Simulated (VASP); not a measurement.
Write the native input for VASP 6.6.1 that does the following.

```
Task                   : single point
Functional             : PBE
Dispersion             : D3(BJ)
Potentials or basis    : VASP PAW PBE potentials, release 64 (Be, Cl)
Cutoff                 : 520 eV
k mesh                 : 5 × 5 × 1
Occupations            : gaussian, width 0.05 eV
Spin                   : no spin polarisation
Dipole correction      : no
Further INCAR settings : LREAL = Auto; ALGO = Normal; EDIFF = 1e-07; NBANDS = 34
```

The structure of Be16Cl lies in POSCAR:

```
Be16Cl
1.0
    4.5800000000      0.0000000000      0.0000000000
    2.2900000000      3.9663960000      0.0000000000
    0.0000000000      0.0000000000     16.3826450000
Be Cl
16 1
Direct
   -0.1666666667      0.3333333333      0.0610402044
    0.3333333333      0.3333333333      0.0610402044
   -0.1666666667      0.8333333333      0.0610402044
    0.3333333333      0.8333333333      0.0610402044
   -0.0046494051      0.0036123473      0.1732491914
    0.4987182059     -0.0011110842      0.1705969335
   -0.0041277324      0.4960593950      0.1729386189
    0.5034588576      0.4955115425      0.1732870364
   -0.1697509921      0.3303255651      0.2847360118
    0.3335013050      0.3261371280      0.2812129543
   -0.1741536948      0.8336807520      0.2812188142
    0.3303626757      0.8304034695      0.2799436843
    0.0038786114     -0.0242633363      0.3966137336
    0.4914310487     -0.0081769445      0.3809596069
    0.0011297991      0.5013054672      0.3928316826
    0.4757003742      0.5038682471      0.3968032635
    0.8023910772      0.3030305093      0.4976450994
```

One way to write it, as run:

INCAR

```
PREC     = Accurate       # precision mode
ENCUT    = 520            # plane-wave cutoff, eV
EDIFF    = 1E-7           # SCF threshold, eV
ISMEAR   = 0              # smearing method
SIGMA    = 0.05           # smearing width, eV
LREAL    = Auto         
LASPH    = True           # aspherical terms in the spheres
NELM     = 100            # most SCF steps
ALGO     = Normal         # electronic algorithm
ISIF     = 2              # what is computed and relaxed
LWAVE    = False          # write WAVECAR
LCHARG   = False          # write CHGCAR
GGA      = PE             # functional
IVDW     = 12             # dispersion correction
NBANDS   = 34             # bands
```

KPOINTS

```
Automatic mesh
0
Gamma
  5 5 1
```

Potentials or basis: VASP PAW PBE potentials, release 64 (Be, Cl).

Run with:

```console
$ cat potpaw_PBE.64/Be/POTCAR potpaw_PBE.64/Cl/POTCAR > POTCAR
$ mpirun -np 1 vasp_std > vasp.out
```

Results of the run:

```json
{"Largest force": "0.353 eV/Å", "Band gap on the k mesh": "zero (an odd number of electrons rules out a gap without spin polarisation)", "Dispersion energy per atom": "-0.255 eV"}
```

Caveat: an odd number of electrons without spin polarisation forces a metal; a magnetic or distorted state may lie lower.

Wall time 3.4 min on 1 thread of Intel(R) Xeon(R) 6975P-C (Granite Rapids) (shared host), peak memory 0.41 GiB.
